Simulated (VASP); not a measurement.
# Ir (Pm-3m) in VASP: single point with LDA

Aim: the single point of Ir with LDA.

Everything below comes from runs of VASP 6.6.1. Logs are shortened: lines on timing, memory, paths and dates and some standing lists are left out, and cuts for length are marked.

## Step 1: The cell of the first run

It takes space group Pm-3m (No. 221, cubic). Conventional cell: a = 3.004 Å, b = 3.004 Å, c = 3.004 Å, α = 90.00°, β = 90.00°, γ = 90.00°. Ir (site symmetry m-3m) has 6 Ir at 3.00 Å within 4.0 Å.

## Step 2: Single point, LDA

File INCAR:

```
PREC = Accurate
ENCUT = 520
EDIFF = 1E-6
ISMEAR = -1
SIGMA = 0.1
LREAL = False
LASPH = True
NELM = 60
ALGO = Normal
ISIF = 2
LWAVE = False
LCHARG = False
NBANDS = 10
```

File KPOINTS:

```
regular mesh
0
Gamma
  10 10 10
```

File POSCAR:

```
Ir
1.0
    3.0040000000      0.0000000000      0.0000000000
    0.0000000000      3.0040000000      0.0000000000
    0.0000000000      0.0000000000      3.0040000000
Ir
1
Direct
    0.5000000000      0.5000000000      0.5000000000
```

Potentials or basis: VASP PAW LDA potentials, release 64 (Ir).

Command:

```bash
cat potpaw_LDA.64/Ir/POTCAR > POTCAR
mpirun -np 1 vasp_std > vasp.out
```

OUTCAR:

```text
PREC = Accurate
   ENCUT = 520
   EDIFF = 1E-6
   ISMEAR = -1
   LREAL = False
   LASPH = True
   NELM = 60
   ISIF = 2

 ion  position               nearest neighbor table
   1  0.500  0.500  0.500-

  LATTYP: Found a simple cubic cell.
 ALAT       =     3.0040000000

  Lattice vectors:

 A1 = (   3.0040000000,   0.0000000000,   0.0000000000)
 A2 = (   0.0000000000,   3.0040000000,   0.0000000000)
 A3 = (   0.0000000000,   0.0000000000,   3.0040000000)

Analysis of symmetry for initial positions (statically):
=====================================================================
 Subroutine PRICEL returns:
 Original cell was already a primitive cell.

 Routine SETGRP: Setting up the symmetry group for a
 simple cubic supercell.

 Subroutine GETGRP returns: Found 48 space group operations
 (whereof 48 operations were pure point group operations)
 out of a pool of 48 trial point group operations.

The static configuration has the point symmetry O_h .

Analysis of symmetry for dynamics (positions and initial velocities):
=====================================================================
 Subroutine PRICEL returns:
 Original cell was already a primitive cell.

 Routine SETGRP: Setting up the symmetry group for a
 simple cubic supercell.

 Subroutine GETGRP returns: Found 48 space group operations
 (whereof 48 operations were pure point group operations)
 out of a pool of 48 trial point group operations.

The dynamic configuration has the point symmetry O_h .

 Subroutine INISYM returns: Found 48 space group operations
 (whereof 48 operations are pure point group operations),
 and found     1 'primitive' translations

----------------------------------------------------------------------------------------

                                     Primitive cell

  volume of cell :      27.1081

  direct lattice vectors                    reciprocal lattice vectors
     3.004000000  0.000000000  0.000000000     0.332889481  0.000000000  0.000000000
     0.000000000  3.004000000  0.000000000     0.000000000  0.332889481  0.000000000
     0.000000000  0.000000000  3.004000000     0.000000000  0.000000000  0.332889481

  length of vectors
     3.004000000  3.004000000  3.004000000     0.332889481  0.332889481  0.332889481

  position of ions in fractional coordinates (direct lattice)
     0.500000000  0.500000000  0.500000000

  ion indices of the primitive-cell ions
   primitive index   ion index
                 1           1

----------------------------------------------------------------------------------------

 KPOINTS: regular mesh

Automatic generation of k-mesh.
 Grid dimensions read from file:
 generate k-points for:   10   10   10

 Generating k-lattice:

  Cartesian coordinates                     Fractional coordinates (reciprocal lattice)
     0.033288948  0.000000000  0.000000000     0.100000000  0.000000000  0.000000000
     0.000000000  0.033288948  0.000000000     0.000000000  0.100000000  0.000000000
     0.000000000  0.000000000  0.033288948     0.000000000  0.000000000  0.100000000

  Length of vectors
     0.033288948  0.033288948  0.033288948

  Shift w.r.t. Gamma in fractional coordinates (k-lattice)
     0.000000000  0.000000000  0.000000000

 Subroutine IBZKPT returns following result:
 ===========================================

 Found     56 irreducible k-points:

 Following reciprocal coordinates:
            Coordinates               Weight
  0.000000  0.000000  0.000000      1.000000
  0.100000  0.000000  0.000000      6.000000
  0.200000  0.000000  0.000000      6.000000
  0.300000  0.000000  0.000000      6.000000
  0.400000  0.000000  0.000000      6.000000
  0.500000  0.000000  0.000000      3.000000
[... 16 lines left out ...]
  0.200000  0.100000  0.100000     24.000000
  0.300000  0.100000  0.100000     24.000000
 [... further k-points ...]
   k-points           NKPTS =     56   k-points in BZ     NKDIM =     56   number of bands    NBANDS=     10
   number of dos      NEDOS =    301   number of ions     NIONS =      1
   total plane-waves  NPLWV =  13824
   dimension x,y,z NGX =    24 NGY =   24 NGZ =   24
   dimension x,y,z NGXF=    48 NGYF=   48 NGZF=   48
   ions per type =               1
   NGX,Y,Z   is equivalent  to a cutoff of  13.28, 13.28, 13.28 a.u.
   NGXF,Y,Z  is equivalent  to a cutoff of  26.56, 26.56, 26.56 a.u.
 SYSTEM =  unknown system
   PREC   = accura    normal or accurate (medium, high low for compatibility)
   ISTART =      0    job   : 0-new  1-cont  2-samecut
   ICHARG =      2    charge: 1-file 2-atom 10-const
   ISPIN  =      1    spin polarized calculation?
   LNONCOLLINEAR =      F non collinear calculations
   LSORBIT =      F    spin-orbit coupling
   LASPH  =      T    aspherical Exc in radial PAW
   ENCUT  =  520.0 eV  38.22 Ry    6.18 a.u.   5.59  5.59  5.59*2*pi/ulx,y,z
   NELM   =     60;   NELMIN=  2; NELMDL= -5     # of ELM steps
   EDIFF  = 0.1E-05   stopping-criterion for ELM
   LREAL  =      F    real-space projection
   EDIFFG = 0.1E-04   stopping-criterion for IOM
   NSW    =      0    number of steps for IOM
   IBRION =     -1    ionic relax: 0-MD 1-quasi-New 2-CG
   NFREE  =      0    steps in history (QN), initial steepest desc. (CG)
   ISIF   =      2    stress and relaxation
   ISYM   =      2    0-nonsym 1-usesym 2-fastsym
   POTIM  = 0.5000    time-step for ionic-motion
   TEBEG  =    0.0;   TEEND  =   0.0 temperature during run
   PSTRESS=    0.0 pullay stress
   NELECT =       9.0000    total number of electrons
   NUPDOWN=      -1.0000    fix difference up-down
   EMIN   =  10.00;   EMAX   =-10.00  energy-range for DOS
   EFERMI =   0.00;   METHOD = LEGACY
   ISMEAR =    -1;   SIGMA  =   0.10  broadening in eV -4-tet -1-fermi 0-gaus
   EFERMI_NEDOS =   21; number of points for ismear=-14 and -15
   IALGO  =     38    algorithm
   IMIX   =      4    mixing-type and parameters
     AMIX     =   0.40;   BMIX     =  1.00
     AMIX_MAG =   1.60;   BMIX_MAG =  1.00
  volume/ion in A,a.u.               =      27.11       182.93
  Fermi-wavevector in a.u.,A,eV,Ry     =   1.133589  2.142173 17.483823  1.285025
  Thomas-Fermi vector in A             =   2.270292
   LORBIT       =      0    0 simple, 1 ext, 2 COOP (PROOUT), +10 PAW based schemes
   GGA     = CA    functional components
   LHFCALC =     F    Hartree Fock is set to
   AEXX    =    0.0000 exact exchange contribution
   IVDW    =     0    specifies the selected vdW correction
   LEPSILON=     F    determine dielectric tensor
   LRPA    =     F    only Hartree local field effects (RPA)
 non-spin polarized calculation
  energy-cutoff  :      520.00
  volume of cell :       27.11
 maximum number of plane-waves:       740
 NGX is ok and might be reduce to    24
   NGX = 11   NGY = 11   NGZ = 11

 number of electron       9.0000000 magnetization

 Free energy of the ion-electron system (eV)
  ---------------------------------------------------
  ext. energy  EPLUGINS =         0.00000000
  ---------------------------------------------------
  free energy    TOTEN  =        -6.99191159 eV

  energy without entropy =       -6.89346674  energy(sigma->0) =       -6.94268916

 E-fermi :   1.9400     XC(G=0): -10.5100

 val. band max:        1.9085297130   @ k =   0.3000   0.3000   0.1000
 cond. band min:       1.9605273585   @ k =   0.2000   0.2000   0.1000
 fundamental gap:      0.0519976455
 Fermi energy:         1.9400231919

 k-point     1 :       0.0000    0.0000    0.0000
  band No.  band energies     occupation
      1      -3.6716      2.00000
      2      -1.0411      2.00000
      3      -1.0411      2.00000
      4       2.4780      0.00917
      5       2.4780      0.00917
      6       2.4780      0.00917
      7      14.5491      0.00000
      8      14.5491      0.00000
      9      14.5491      0.00000
     10      18.4651      0.00000

 k-point     2 :       0.1000    0.0000    0.0000
  band No.  band energies     occupation
      1      -3.4743      2.00000
      2      -1.0102      2.00000
      3      -0.8927      2.00000
      4       2.3457      0.03403
      5       2.3457      0.03403
      6       2.4887      0.00825
      7      13.0622      0.00000
      8      14.8725      0.00000
      9      14.8725      0.00000
     10      19.1748      0.00000

 k-point     3 :       0.2000    0.0000    0.0000
  band No.  band energies     occupation
      1      -2.9506      2.00000
      2      -0.9281      2.00000
      3      -0.4249      2.00000
      4       2.0202      0.61925
      5       2.0202      0.61925
      6       2.5167      0.00624
      7      10.6178      0.00000
      8      15.7501      0.00000
      9      15.7501      0.00000
     10      19.3326      0.00000

 k-point     4 :       0.3000    0.0000    0.0000
  band No.  band energies     occupation
      1      -2.3074      2.00000
      2      -0.8237      2.00000
      3       0.4267      2.00000
      4       1.6528      1.89293
      5       1.6528      1.89293
      6       2.5516      0.00440
      7       8.2266      0.00000
      8      16.9578      0.00000
      9      16.9578      0.00000
     10      18.2996      0.00000
[... 222 lines left out ...]
 k-point    22 :       0.1000    0.1000    0.1000
  band No.  band energies     occupation
      1      -3.0719      2.00000
      2      -0.7752      2.00000
      3      -0.7752      2.00000
      4       2.1860      0.15742
      5       2.2359      0.09868
      6       2.2359      0.09868
      7      13.2165      0.00000
      8      13.8831      0.00000
      9      13.8831      0.00000
     10      21.3775      0.00000

 k-point    23 :       0.2000    0.1000    0.1000
  band No.  band energies     occupation
      1      -2.5382      2.00000
      2      -0.6923      2.00000
      3      -0.3221      2.00000
      4       1.8782      1.29962
      5       1.8891      1.24920
      6       2.2579      0.07993
      7      11.1429      0.00000
      8      14.1741      0.00000
      9      14.6815      0.00000
     10      20.3570      0.00000

 k-point    24 :       0.3000    0.1000    0.1000
  band No.  band energies     occupation
      1      -1.8930      2.00000
      2      -0.5845      2.00000
      3       0.4106      2.00000
      4       1.4964      1.97660
      5       1.6502      1.89552
      6       2.3002      0.05309
      7       8.7146      0.00000
      8      15.1126      0.00000
      9      15.7300      0.00000
     10      19.2821      0.00000

 [... further k-points ...]

------------------------ aborting loop because EDIFF is reached ----------------------------------------

  FORCE on cell =-STRESS in cart. coord.  units (eV):
  Direction    XX          YY          ZZ          XY          YZ          ZX
  --------------------------------------------------------------------------------------
  -------------------------------------------------------------------------------------
  Total       -6.5896013     -6.5896013     -6.5896013     -0.0000000      0.0000000      0.0000000
  in kB     -389.4663466   -389.4663466   -389.4663466     -0.0000000      0.0000000      0.0000000
  external PRESSURE =    -389.4663466 kB  Pullay stress =       0.0000000 kB

 VOLUME and BASIS-vectors are now :
 -----------------------------------------------------------------------------
  energy-cutoff  :      520.00
  volume of cell :       27.11
      direct lattice vectors                 reciprocal lattice vectors
     3.004000000  0.000000000  0.000000000     0.332889481  0.000000000  0.000000000
     0.000000000  3.004000000  0.000000000     0.000000000  0.332889481  0.000000000
     0.000000000  0.000000000  3.004000000     0.000000000  0.000000000  0.332889481

 POSITION                                       TOTAL-FORCE (eV/Angst)
 -----------------------------------------------------------------------------------
      1.50200      1.50200      1.50200         0.000000      0.000000      0.000000
 -----------------------------------------------------------------------------------
    total drift:                                0.000000     -0.000000     -0.000000

  FREE ENERGIE OF THE ION-ELECTRON SYSTEM (eV)
  ---------------------------------------------------
  free  energy   TOTEN  =        -6.9919115913 eV

  energy  without entropy=       -6.8934667387  energy(sigma->0) =       -6.94268916
```

It took 8.8 s on 1 thread of Intel Xeon Platinum 8488C (Sapphire Rapids), shared host; peak memory 0.13 GiB.

Results:

```
Free energy : -6.9919 eV
Pressure    : -38.9 GPa
```

Caveat: spin-orbit coupling is left out, which moves the levels of the heavy elements.
